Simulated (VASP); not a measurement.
Input of a VASP 6.6.1 run:

The input POSCAR:

```
PPt
1.0
    3.7430278549      0.0000000000      0.0000000000
   -1.8715139275      3.2415572094      0.0000000000
    0.0000000000      0.0000000000      6.3537430000
Pt P
2 2
Direct
    0.3333333333      0.6666666667      0.3718990000
    0.6666666667      0.3333333333      0.8718990000
    0.3333333333      0.6666666667      0.0031030000
    0.6666666667      0.3333333333      0.5031030000
```

Contents of INCAR.step1:

```
SYSTEM = PPt
ALGO = Normal ; EDIFF = 1E-5
ENCUT = 520 ; GGA = PE
ISIF = 2 ; ISMEAR = -1
LASPH = .True. ; LCHARG = .False.
LREAL = .False. ; LWAVE = .True.
NBANDS = 23 ; NELM = 80
PREC = Accurate ; SIGMA = 0.05
```

INCAR.step2

```
SYSTEM = PPt
AEXX = 0.15 ; ALGO = Normal
EDIFF = 1E-7 ; ENCUT = 520
GGA = PE ; ISIF = 2
ISMEAR = -1 ; ISTART = 1
LASPH = .True. ; LCHARG = .False.
LHFCALC = .True. ; LREAL = .False.
LWAVE = .False. ; NBANDS = 23
NELM = 80 ; PREC = Accurate
PRECFOCK = Normal ; SIGMA = 0.05
```

File KPOINTS:

```
k-points
0
Gamma
  5 5 3
  0 0 0
```

Potentials or basis: VASP PAW PBE potentials, release 64 (Pt, P).

Command:

```console
$ cat potpaw_PBE.64/Pt/POTCAR potpaw_PBE.64/P/POTCAR > POTCAR
$ cp INCAR.step1 INCAR
$ mpirun -np 1 vasp_std > vasp.out
$ cp INCAR.step2 INCAR
$ mpirun -np 1 vasp_std > vasp.out
```

(1) What does it give for the largest force?

(2) Predict the pressure.

Results:

(1) 0.025 eV/Å.

(2) -3.1 GPa.

Caveat: the k points lie up to 0.39 Å⁻¹ apart, too coarse for converged energies and pressures of a metal; the PAW data sets were made with another functional, which shifts forces and pressure a little.
